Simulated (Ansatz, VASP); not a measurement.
Mn: VASP beside Ansatz

```
Mn
1.0
     3.72010    0.00000    0.00000
    -1.86005    3.22170    0.00000
     0.00000    0.00000    4.31233
Mn
4
Direct
  0.00000 0.00000 0.25000
  0.00000 0.00000 0.75000
  0.33333 0.66667 0.75000
  0.66667 0.33333 0.25000
```

Alike in both runs: functional PBE; k mesh 6 × 6 × 4; occupations gaussian, width 0.1 eV; no spin polarisation.

Ansatz relaxed the structure, and its values are those at the end. VASP's run is a single point on that final structure, the one shown.

|  | VASP | Ansatz |
| --- | --- | --- |
| version | VASP 6.6.1 | Ansatz 0.2.0 |
| potentials or method | VASP PAW PBE potentials, release 64 (Mn_pv), cutoff 520 eV | scalar-relativistic, plane waves, PAW |
| valence electrons in the cell | 52 | 60 |

|  | VASP | Ansatz | Ansatz less VASP |
| --- | --- | --- | --- |
| gap on the k mesh at the Fermi level (eV) | none | none | - |
| pressure (GPa) | 0.3 | -0.3 | -0.60 |

A gap of «none» marks a metal or a gap that the smearing closes. The functional is the same, so the differences come from potentials, cutoffs and numerics. VASP's potentials hold 52 valence electrons a cell and Ansatz's 60, so a difference there can come from the potentials and not from the codes.

The k mesh is coarse, so the values compare programs but aren't converged.
